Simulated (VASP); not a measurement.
## AlN: single point with PBE

The system is AlN.

```xyz
2
Lattice="0.0000 2.0373 1.9780 2.0373 0.0000 1.9780 2.0373 2.0373 0.0000" Properties=species:S:1:pos:R:3 pbc="T T T"
Al    0.0000    0.0000    0.0000
N     2.0373    2.0373    1.9780
```

This cell differs from its parent crystal: equal xx and yy strain of +3 %.

| Item | Value |
| --- | --- |
| Program | VASP 6.6.1 |
| Task | single point |
| Functional | PBE |
| Potentials or basis | VASP PAW PBE potentials, release 64 (Al, N) |
| Cutoff | 520 eV |
| k mesh | 10 × 10 × 10 |
| Occupations | fermi-dirac, width 0.02 eV |
| Spin | no spin polarisation |
| Dipole correction | no |
| Further INCAR settings | ALGO = Normal; EDIFF = 1e-06; NBANDS = 11 |

```
Pressure               : 7.2 GPa
Band gap on the k mesh : 4.43 eV, indirect (least direct gap 5.68 eV)
```

Stress tensor (GPa, compression positive):
```
 4.09  0.00  0.00
 0.00  4.09  0.00
 0.00  0.00 13.39
```

Levels at points of the mesh, in eV from the valence-band top:
```tsv
k point	band 2	band 3	band 4	band 5	band 6	band 7
(0.00, 0.00, 0.00)	-0.22	0.00	0.00	5.68	12.00	12.00
(0.50, 0.00, 0.00)	-8.41	-1.22	-1.11	6.08	10.65	11.37
(0.50, 0.50, 0.00)	-7.40	-3.03	-3.03	4.43	5.03	14.31
(0.50, 0.00, 0.50)	-7.54	-3.00	-2.62	4.70	5.33	13.93
```

It took 20 s on 1 thread of Intel Xeon 8259CL, on a shared host, peak memory 0.15 GiB.

Caveat: the cell differs from its parent crystal (equal xx and yy strain of +3 %). A k mesh can miss the band edges.
